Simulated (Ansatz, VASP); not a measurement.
One calculation of KI, two programs

The input INCAR:

```
SYSTEM = KI
  PREC = Accurate
  ENCUT = 520
  EDIFF = 1E-6
  ISMEAR = 0
  SIGMA = 0.05
  LREAL = .False.
  LASPH = .True.
  NELM = 100
  ALGO = Normal
  ISIF = 2
  LWAVE = .False.
  LCHARG = .True.
  GGA = PE
  LELF = .True.
  LVHAR = .True.
  NBANDS = 15
```

KPOINTS

```
regular mesh
0
Gamma
  6 6 6
  0 0 0
```

Contents of POSCAR:

```
KI
1.0
    0.0000000000      3.4438328306      3.5873258652
    3.4438328306      0.0000000000      3.5873258652
    3.4438328306      3.4438328306      0.0000000000
K I
1 1
Direct
   -0.0889241769     -0.0889241769      0.0889241769
    0.5273968612      0.5273968612      0.4726031388
```

Input for Ansatz:

```yaml
crystal:
  lattice:
    - [0.0, 3.4438328306, 3.5873258652]
    - [3.4438328306, 0.0, 3.5873258652]
    - [3.4438328306, 3.4438328306, 0.0]
  atoms:
    - { symbol: K, position: [-0.0889241769, -0.0889241769, 0.0889241769] }
    - { symbol: I, position: [0.5273968612, 0.5273968612, 0.4726031388] }
basis:
  ecutwfc: 420
kpoints:
  mp_grid: { grid: [6, 6, 6] }
hamiltonian:
  xc: pbe
scf:
  occupations: { method: gaussian, width: 0.05 }
output:
  forces: true
  stress: true
  eigenvalues: true
```

Change from the starting cell: mode 6 frozen in at -0.638 Å, equal normal strain along x and y -0.0400.

Alike in both runs: task single point; functional PBE; k mesh 6 × 6 × 6; occupations gaussian, width 0.05 eV; no spin polarisation.

|  | VASP | Ansatz |
| --- | --- | --- |
| version | VASP 6.6.1 | Ansatz 0.2.0 |
| potentials or method | VASP PAW PBE potentials, release 64 (K_sv, I), cutoff 520 eV | scalar-relativistic, plane waves, PAW |
| valence electrons in the cell | 16 | 26 |

VASP gave:

* gap on the k mesh at the Fermi level (eV): 4.11
* least direct gap on the mesh (eV): 4.11
* pressure (GPa): 4.8
* traceless stress, the component that is largest in VASP (GPa): 8.18
* rms of the force components (eV/Å): 1.468

**Question.** Estimate Ansatz's values.

**Answer.** gap on the k mesh at the Fermi level (eV): 4.11; least direct gap on the mesh (eV): 4.11; pressure (GPa): 4.7; traceless stress, the component that is largest in VASP (GPa): 8.09; rms of the force components (eV/Å): 1.452.

Atom by atom the forces differ by 0.015 eV/Å (rms over components). The functional is the same, so the differences come from potentials, cutoffs and numerics. VASP's potentials hold 16 valence electrons a cell and Ansatz's 26, so a difference there can come from the potentials and not from the codes.

Neither program's run includes spin-orbit coupling.
